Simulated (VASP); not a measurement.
# BN in VASP: further runs, part 2 of 3

VASP 6.6.1.

## 4. Single point, PBEsol (volume scaled by 0.94)

Contents of INCAR:

```
PREC = Accurate
ENCUT = 520
EDIFF = 1E-7
ISMEAR = -1
SIGMA = 0.03
LREAL = False
LASPH = True
NELM = 80
ALGO = Normal
ISIF = 2
LWAVE = False
LCHARG = False
GGA = PS
NBANDS = 11
```

Contents of KPOINTS:

```
regular mesh
0
Gamma
  13 13 13
```

Contents of POSCAR:

```
BN
1.0
    0.0000000000      1.7706018915      1.7706018915
    1.7706018915      0.0000000000      1.7706018915
    1.7706018915      1.7706018915      0.0000000000
B N
1 1
Direct
    0.0000000000      0.0000000000      0.0000000000
    0.7500000000      0.7500000000      0.7500000000
```

Potentials or basis: VASP PAW PBE potentials, release 64 (B, N).

Launch:

```console
$ cat potpaw_PBE.64/B/POTCAR potpaw_PBE.64/N/POTCAR > POTCAR
$ mpirun -np 1 vasp_std > vasp.out
```

OUTCAR:

```text
PREC = Accurate
   ENCUT = 520
   EDIFF = 1E-7
   ISMEAR = -1
   LREAL = False
   LASPH = True
   NELM = 80
   ISIF = 2
   GGA = PS

 ion  position               nearest neighbor table
   1  0.000  0.000  0.000-   2 1.53   2 1.53   2 1.53   2 1.53
   2  0.750  0.750  0.750-   1 1.53   1 1.53   1 1.53   1 1.53

  LATTYP: Found a face centered cubic cell.
 ALAT       =     3.5412037830

  Lattice vectors:

 A1 = (   0.0000000000,   1.7706018915,   1.7706018915)
 A2 = (   1.7706018915,   0.0000000000,   1.7706018915)
 A3 = (   1.7706018915,   1.7706018915,   0.0000000000)

Analysis of symmetry for initial positions (statically):
=====================================================================
 Subroutine PRICEL returns:
 Original cell was already a primitive cell.

 Routine SETGRP: Setting up the symmetry group for a
 face centered cubic supercell.

 Subroutine GETGRP returns: Found 24 space group operations
 (whereof 24 operations were pure point group operations)
 out of a pool of 48 trial point group operations.

The static configuration has the point symmetry T_d .

Analysis of symmetry for dynamics (positions and initial velocities):
=====================================================================
 Subroutine PRICEL returns:
 Original cell was already a primitive cell.

 Routine SETGRP: Setting up the symmetry group for a
 face centered cubic supercell.

 Subroutine GETGRP returns: Found 24 space group operations
 (whereof 24 operations were pure point group operations)
 out of a pool of 48 trial point group operations.

The dynamic configuration has the point symmetry T_d .

 Subroutine INISYM returns: Found 24 space group operations
 (whereof 24 operations are pure point group operations),
 and found     1 'primitive' translations

----------------------------------------------------------------------------------------

                                     Primitive cell

  volume of cell :      11.1018

  direct lattice vectors                    reciprocal lattice vectors
     0.000000000  1.770601891  1.770601891    -0.282389849  0.282389849  0.282389849
     1.770601891  0.000000000  1.770601891     0.282389849 -0.282389849  0.282389849
     1.770601891  1.770601891  0.000000000     0.282389849  0.282389849 -0.282389849

  length of vectors
     2.504009209  2.504009209  2.504009209     0.489113565  0.489113565  0.489113565

  position of ions in fractional coordinates (direct lattice)
     0.000000000  0.000000000  0.000000000
     0.750000000  0.750000000  0.750000000

  ion indices of the primitive-cell ions
   primitive index   ion index
                 1           1
                 2           2

----------------------------------------------------------------------------------------

 KPOINTS: regular mesh

Automatic generation of k-mesh.
 Grid dimensions read from file:
 generate k-points for:   13   13   13

 Generating k-lattice:

  Cartesian coordinates                     Fractional coordinates (reciprocal lattice)
    -0.021722296  0.021722296  0.021722296     0.076923077  0.000000000  0.000000000
     0.021722296 -0.021722296  0.021722296     0.000000000  0.076923077  0.000000000
     0.021722296  0.021722296 -0.021722296     0.000000000  0.000000000  0.076923077

  Length of vectors
     0.037624120  0.037624120  0.037624120

  Shift w.r.t. Gamma in fractional coordinates (k-lattice)
     0.000000000  0.000000000  0.000000000

 Subroutine IBZKPT returns following result:
 ===========================================

 Found     84 irreducible k-points:

 Following reciprocal coordinates:
            Coordinates               Weight
  0.000000  0.000000  0.000000      1.000000
  0.076923  0.000000  0.000000      8.000000
  0.153846  0.000000  0.000000      8.000000
  0.230769  0.000000  0.000000      8.000000
  0.307692  0.000000  0.000000      8.000000
  0.384615  0.000000  0.000000      8.000000
[... 16 lines left out ...]
  0.384615  0.153846  0.000000     24.000000
  0.461538  0.153846  0.000000     24.000000
 [... further k-points ...]
   k-points           NKPTS =     84   k-points in BZ     NKDIM =     84   number of bands    NBANDS=     11
   number of dos      NEDOS =    301   number of ions     NIONS =      2
   total plane-waves  NPLWV =   8000
   dimension x,y,z NGX =    20 NGY =   20 NGZ =   20
   dimension x,y,z NGXF=    40 NGYF=   40 NGZF=   40
   ions per type =               1   1
   NGX,Y,Z   is equivalent  to a cutoff of  13.28, 13.28, 13.28 a.u.
   NGXF,Y,Z  is equivalent  to a cutoff of  26.56, 26.56, 26.56 a.u.
 SYSTEM =  unknown system
   PREC   = accura    normal or accurate (medium, high low for compatibility)
   ISTART =      0    job   : 0-new  1-cont  2-samecut
   ICHARG =      2    charge: 1-file 2-atom 10-const
   ISPIN  =      1    spin polarized calculation?
   LNONCOLLINEAR =      F non collinear calculations
   LSORBIT =      F    spin-orbit coupling
   LASPH  =      T    aspherical Exc in radial PAW
   ENCUT  =  520.0 eV  38.22 Ry    6.18 a.u.   4.66  4.66  4.66*2*pi/ulx,y,z
   NELM   =     80;   NELMIN=  2; NELMDL= -5     # of ELM steps
   EDIFF  = 0.1E-06   stopping-criterion for ELM
   LREAL  =      F    real-space projection
   EDIFFG = 0.1E-05   stopping-criterion for IOM
   NSW    =      0    number of steps for IOM
   IBRION =     -1    ionic relax: 0-MD 1-quasi-New 2-CG
   NFREE  =      0    steps in history (QN), initial steepest desc. (CG)
   ISIF   =      2    stress and relaxation
   ISYM   =      2    0-nonsym 1-usesym 2-fastsym
   POTIM  = 0.5000    time-step for ionic-motion
   TEBEG  =    0.0;   TEEND  =   0.0 temperature during run
   PSTRESS=    0.0 pullay stress
   NELECT =       8.0000    total number of electrons
   NUPDOWN=      -1.0000    fix difference up-down
   EMIN   =  10.00;   EMAX   =-10.00  energy-range for DOS
   EFERMI =   0.00;   METHOD = LEGACY
   ISMEAR =    -1;   SIGMA  =   0.03  broadening in eV -4-tet -1-fermi 0-gaus
   EFERMI_NEDOS =   21; number of points for ismear=-14 and -15
   IALGO  =     38    algorithm
   IMIX   =      4    mixing-type and parameters
     AMIX     =   0.40;   BMIX     =  1.00
     AMIX_MAG =   1.60;   BMIX_MAG =  1.00
  volume/ion in A,a.u.               =       5.55        37.46
  Fermi-wavevector in a.u.,A,eV,Ry     =   1.467711  2.773572 29.309341  2.154176
  Thomas-Fermi vector in A             =   2.583296
   LORBIT       =      0    0 simple, 1 ext, 2 COOP (PROOUT), +10 PAW based schemes
   GGA     = PS    functional components
   LHFCALC =     F    Hartree Fock is set to
   AEXX    =    0.0000 exact exchange contribution
   IVDW    =     0    specifies the selected vdW correction
   LEPSILON=     F    determine dielectric tensor
   LRPA    =     F    only Hartree local field effects (RPA)
 non-spin polarized calculation
  energy-cutoff  :      520.00
  volume of cell :       11.10
 maximum number of plane-waves:       307
   NGX =  9   NGY =  9   NGZ =  9

 number of electron       7.9999999 magnetization

 Free energy of the ion-electron system (eV)
  ---------------------------------------------------
  ext. energy  EPLUGINS =         0.00000000
  ---------------------------------------------------
  free energy    TOTEN  =       -18.30036709 eV

  energy without entropy =      -18.30036709  energy(sigma->0) =      -18.30036709

 E-fermi :   8.7787     XC(G=0): -13.3209

 val. band max:        8.1445622988   @ k =   0.0000   0.0000   0.0000
 cond. band min:      12.5647708494   @ k =   0.4615   0.4615   0.0000
 fundamental gap:      4.4202085506
 Fermi energy:         8.7787344162

 k-point     1 :       0.0000    0.0000    0.0000
  band No.  band energies     occupation
      1     -12.8314      2.00000
      2       8.1446      2.00000
      3       8.1446      2.00000
      4       8.1446      2.00000
      5      17.1971      0.00000
      6      17.1971      0.00000
      7      17.1971      0.00000
      8      19.4292      0.00000
      9      33.8317      0.00000
     10      36.6050      0.00000
     11      36.6050      0.00000
[... 309 lines left out ...]
 k-point    24 :       0.4615    0.1538    0.0000
  band No.  band energies     occupation
      1      -8.5600      2.00000
      2      -1.6648      2.00000
      3       4.7016      2.00000
      4       5.1102      2.00000
      5      17.2211      0.00000
      6      20.9525      0.00000
      7      21.0844      0.00000
      8      23.4398      0.00000
      9      29.5804      0.00000
     10      35.4866      0.00000
     11      37.0166      0.00000

 [... further k-points ...]

------------------------ aborting loop because EDIFF is reached ----------------------------------------

  FORCE on cell =-STRESS in cart. coord.  units (eV):
  Direction    XX          YY          ZZ          XY          YZ          ZX
  --------------------------------------------------------------------------------------
  -------------------------------------------------------------------------------------
  Total        1.6545393      1.6545393      1.6545393     -0.0000000      0.0000000      0.0000000
  in kB      238.7783268    238.7783268    238.7783268     -0.0000000      0.0000000      0.0000000
  external PRESSURE =     238.7783268 kB  Pullay stress =       0.0000000 kB

 VOLUME and BASIS-vectors are now :
 -----------------------------------------------------------------------------
  energy-cutoff  :      520.00
  volume of cell :       11.10
      direct lattice vectors                 reciprocal lattice vectors
     0.000000000  1.770601891  1.770601891    -0.282389849  0.282389849  0.282389849
     1.770601891  0.000000000  1.770601891     0.282389849 -0.282389849  0.282389849
     1.770601891  1.770601891  0.000000000     0.282389849  0.282389849 -0.282389849

 POSITION                                       TOTAL-FORCE (eV/Angst)
 -----------------------------------------------------------------------------------
      0.00000      0.00000      0.00000         0.000000      0.000000      0.000000
      2.65590      2.65590      2.65590        -0.000000     -0.000000     -0.000000
 -----------------------------------------------------------------------------------
    total drift:                               -0.000000     -0.000000     -0.000000

  FREE ENERGIE OF THE ION-ELECTRON SYSTEM (eV)
  ---------------------------------------------------
  free  energy   TOTEN  =       -18.3003670945 eV

  energy  without entropy=      -18.3003670945  energy(sigma->0) =      -18.30036709
```

Wall time 13 s (1 thread of Intel Xeon 8259CL, shared host); peak memory 0.12 GiB.

Results:

* Free energy: -18.3004 eV
* Pressure: 23.9 GPa
* Band gap on the k mesh: 4.42 eV, indirect (least direct gap 9.05 eV)

Levels at points of the mesh, in eV from the valence-band top:
| k point | band 1 | band 2 | band 3 | band 4 | band 5 | band 6 | band 7 | band 8 | band 9 |
| --- | --- | --- | --- | --- | --- | --- | --- | --- | --- |
| (0.00, 0.00, 0.00) | -20.98 | 0.00 | 0.00 | 0.00 | 9.05 | 9.05 | 9.05 | 11.28 | 25.69 |

Caveat: the PAW data sets were made with another functional, which shifts forces and pressure a little.

[end of part 2 of 3]
